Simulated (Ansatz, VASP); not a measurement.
Given: the input of a run of Ansatz 0.2.0 on GaSb.

input.yaml

```yaml
crystal:
  lattice:
    - [-2.8074366121, 2.8074366121, 1.6219052539]
    - [2.8074366121, -2.8074366121, 1.6219052539]
    - [2.8074366121, 2.8074366121, -1.6219052539]
  atoms:
    - { symbol: Sb, position: [0.0, 0.0, 0.0] }
    - { symbol: Ga, position: [0.75, 0.25, 0.5] }
kpoints:
  mp_grid: { grid: [10, 10, 10] }
scf:
  occupations: { method: fermi_dirac, width: 0.05 }
hamiltonian:
  xc: pbesol
  pseudopotentials: { kind: all_electron, lapw: { basis_error: 0.001 } }
output:
  forces: true
  stress: true
  eigenvalues: true
```

Potentials or basis: all-electron LAPW, scalar-relativistic.

The run is started by

```bash
$ ansatz run input.yaml --threads 1 --pin off --max-ram 3072MiB --backend cpu --events-out ev --progress --plain --runs-dir out
```

Problem. Translate it to VASP 6.6.1. Potentials there: VASP PAW PBE potentials, release 64 (Sb, Ga_d).

Solution. As run (the cutoff follows the program's own potentials):

Contents of INCAR:

```
  ALGO = Normal
  EDIFF = 1E-7
  ENCUT = 520
  GGA = PS
  ISIF = 2
  ISMEAR = -1
  LASPH = True
  LCHARG = True
  LELF = True
  LREAL = False
  LVHAR = True
  LWAVE = False
  NBANDS = 16
  NELM = 60
  PREC = Accurate
  SIGMA = 0.05
```

KPOINTS

```
k-points
0
Gamma
  10 10 10
```

File POSCAR:

```
GaSb
1.0
   -2.8074366121      2.8074366121      1.6219052539
    2.8074366121     -2.8074366121      1.6219052539
    2.8074366121      2.8074366121     -1.6219052539
Sb Ga
1 1
Direct
    0.0000000000      0.0000000000      0.0000000000
    0.7500000000      0.2500000000      0.5000000000
```

Potentials or basis: VASP PAW PBE potentials, release 64 (Sb, Ga_d).

Command:

```sh
$ cat potpaw_PBE.64/Sb/POTCAR potpaw_PBE.64/Ga_d/POTCAR > POTCAR
$ mpirun -np 1 vasp_std > vasp.out
```

Both were run:

|  | VASP | Ansatz | Ansatz less VASP |
| --- | --- | --- | --- |
| gap on the k mesh at the Fermi level (eV) | none | none | - |
| pressure (GPa) | -5.2 | -5.3 | -0.03 |
| traceless stress, the component that is largest in VASP (GPa) | -0.19 | -0.17 | +0.019 |

VASP's potentials were made for PBE, not for PBEsol. A gap of «none» marks a metal or a gap that the smearing closes. Ansatz ran all-electron here, and VASP with PAW potentials.

Neither program's run includes spin-orbit coupling.
